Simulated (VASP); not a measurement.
Set up this calculation in VASP 6.6.1, as the native input.

| Item | Value |
| --- | --- |
| Task | single point |
| Functional | PBE |
| Potentials or basis | VASP PAW PBE potentials, release 64 (Co, O) |
| Cutoff | 600 eV |
| k mesh | 7 × 7 × 5 |
| Occupations | fermi-dirac, width 0.1 eV |
| Spin | collinear spin, antiferromagnetic start |
| Starting moments | [3.0, -3.0, 0.0, 0.0] μB |
| Hubbard terms | Co d U = 3.3 eV |
| Dipole correction | no |
| Further INCAR settings | ALGO = Normal; EDIFF = 1e-06; NBANDS = 27 |

The structure of CoO lies in POSCAR:

```
CoO
1.0
    3.2173360000      0.0000000000      0.0000000000
    0.0000000000      3.2173360000      0.0000000000
    0.0000000000      0.0000000000      4.5500000000
Co O
2 2
Direct
    0.0000000000      0.0000000000      0.0000000000
    0.5000000000      0.5000000000      0.5000000000
    0.0000000000      0.5000000000      0.2500000000
    0.5000000000      0.0000000000      0.7500000000
```

The input as run:

INCAR

```
SYSTEM = CoO
PREC = Accurate ; ENCUT = 600
EDIFF = 1E-6 ; ISMEAR = -1
SIGMA = 0.1 ; LREAL = .False.
LASPH = .True. ; NELM = 200
ALGO = Normal ; ISIF = 2
LWAVE = .False. ; LCHARG = .False.
ISPIN = 2 ; MAGMOM = 3 -3 0 0
LORBIT = 11 ; LMAXMIX = 4
LDAU = .True. ; LDAUTYPE = 2
LDAUL = 2 -1 ; LDAUU = 3.3 0
LDAUJ = 0 0 ; LDAUPRINT = 1
GGA = PE ; NBANDS = 27
GGA_COMPAT = .False.
```

KPOINTS

```
regular mesh
0
Gamma
  7 7 5
  0 0 0
```

Potentials or basis: VASP PAW PBE potentials, release 64 (Co, O).

Command:

```console
$ cat potpaw_PBE.64/Co/POTCAR potpaw_PBE.64/O/POTCAR > POTCAR
$ mpirun -np 1 vasp_std > vasp.out
```

Results of the run:

* Pressure: 3.1 GPa
* Band gap on the k mesh: 1.12 eV
* Net moment: 0.00 μB per cell
* Site moments: Co +2.60, -2.60; O +0.00 μB
* Valence electrons inside the program's atomic spheres: Co 7.96; O 5.02

Caveat: the cell stands under pressure; an odd mesh through Γ misses points on the zone boundary, where band edges can lie.

Run time: 110 s on 1 thread of Intel Xeon 8259CL (shared host), peak memory 0.23 GiB.
